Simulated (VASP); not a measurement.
Here is a VASP 6.6.1 calculation.

The input INCAR:

```
SYSTEM = CuAu
ALGO = Fast ; EDIFF = 1E-6
ENCUT = 520 ; GGA = PE
ISIF = 2 ; ISMEAR = 0
LASPH = .True. ; LCHARG = .False.
LREAL = .False. ; LWAVE = .False.
NBANDS = 54 ; NELM = 100
PREC = Accurate ; SIGMA = 0.1
```

KPOINTS

```
k-points
0
Gamma
  8 8 8
  0 0 0
```

File POSCAR:

```
CuAu
1.0
    4.9771948207      0.0000000000      0.0000000000
    0.0000000000      4.9771948207      0.0000000000
    0.0000000000      0.0000000000      4.9771948207
Cu Au
4 4
Direct
    0.1537506702      0.1537506702      0.1537506702
    0.3462493298      0.8462493298      0.6537506702
    0.6537506702      0.3462493298      0.8462493298
    0.8462493298      0.6537506702      0.3462493298
    0.8457585478      0.8457585478      0.8457585478
    0.6542414522      0.1542414522      0.3457585478
    0.3457585478      0.6542414522      0.1542414522
    0.1542414522      0.3457585478      0.6542414522
```

Potentials or basis: VASP PAW PBE potentials, release 64 (Cu, Au).

Launch:

```bash
$ cat potpaw_PBE.64/Cu/POTCAR potpaw_PBE.64/Au/POTCAR > POTCAR
$ mpirun -np 1 vasp_std > vasp.out
```

Q: Estimate the band gap on the k mesh.

A: Zero (band 44 reaches 8.37 eV, above the bottom of band 45 at 7.17 eV).

Q: Predict the pressure.

A: 0.1 GPa.

Q: What does it give for the largest force?

A: 0.008 eV/Å.

Forces on the atoms (eV/Å):
```
Cu  -0.001 -0.001 -0.001
Cu   0.001  0.001 -0.001
Cu  -0.001  0.001  0.001
Cu   0.001 -0.001  0.001
Au   0.005  0.005  0.005
Au  -0.005 -0.005  0.005
Au   0.005 -0.005 -0.005
Au  -0.005  0.005 -0.005
```

Caveat: spin-orbit coupling is left out, which moves the levels of the heavy elements.
